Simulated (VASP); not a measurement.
Runs of VASP 6.6.1 on Sn. The structure is that of space group I4_1/amd (No. 141), or close to it. The cells are those of the table. 

```csv
cell,gap on the mesh (eV),pressure (GPa)
"a = 4.455 Å, angles 97.4, 97.4, 137.9°, 2 atoms",none,(a)
"a = 4.312 Å, angles 97.4, 97.4, 137.8°, 2 atoms",none,6.4
"a = 4.574 Å, angles 97.7, 97.7, 137.1°, 2 atoms",none,-4.1
"a = 4.265 Å, angles 97.4, 97.4, 137.9°, 2 atoms",none,9.4
```

Alike in all rows: task single point; level r2SCAN; potentials or basis VASP PAW PBE potentials, release 64 (Sn_d); no spin polarisation; k mesh 14 × 14 × 14; cutoff (eV) 520; smearing gaussian 0.1 eV.

Problem. Estimate the missing entries.

Solution. (a) -0.2.

Caveats: the PAW data sets were made with another functional, which shifts forces and pressure a little; spin-orbit coupling is left out, which moves the levels of the heavy elements; the cell stands under pressure (at least some runs); the cell stands under tension (at least some runs).

A k mesh can miss the band edges, and the runs leave out spin-orbit coupling on Sn.

A gap of «none» marks levels without a gap at the run's occupations.
